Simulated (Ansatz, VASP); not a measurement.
## Two plane-wave programs on SiC

```
CELL_PARAMETERS angstrom
0.00000 -2.16441 -2.26549
0.00000 2.16441 -2.26549
4.32882 0.00000 0.00000
ATOMIC_POSITIONS crystal
Si 0.50000 0.50000 0.50000
Si 0.00000 0.00000 0.00000
C 0.00000 0.50000 0.25000
C 0.50000 0.00000 0.75000
```

Change from the starting cell: mode 4 frozen in at +0.000 Å, normal strain along y +0.0467.

Alike in both runs: task single point; functional LDA; k mesh 10 × 10 × 6; occupations gaussian, width 0.05 eV; no spin polarisation.

|  | VASP | Ansatz |
| --- | --- | --- |
| version | VASP 6.6.1 | Ansatz 0.2.0 |
| potentials or method | VASP PAW LDA potentials, release 64 (Si, C), cutoff 600 eV | scalar-relativistic, plane waves, PAW |
| valence electrons in the cell | 16 | 16 |

VASP gave:

| Item | Value |
| --- | --- |
| gap on the k mesh at the Fermi level (eV) | 1.09 |
| least direct gap on the mesh (eV) | 1.09 |
| pressure (GPa) | -9.5 |
| traceless stress, the component that is largest in VASP (GPa) | -8.60 |

Q: What did Ansatz give for the same quantities?

A: gap on the k mesh at the Fermi level (eV): 1.10; least direct gap on the mesh (eV): 1.10; pressure (GPa): -9.7; traceless stress, the component that is largest in VASP (GPa): -8.60.

Ansatz warns that its potentials were made for another functional, while VASP's fit it. LDA's correlation is that of Perdew and Zunger in VASP and of Perdew and Wang (1992) in Ansatz.
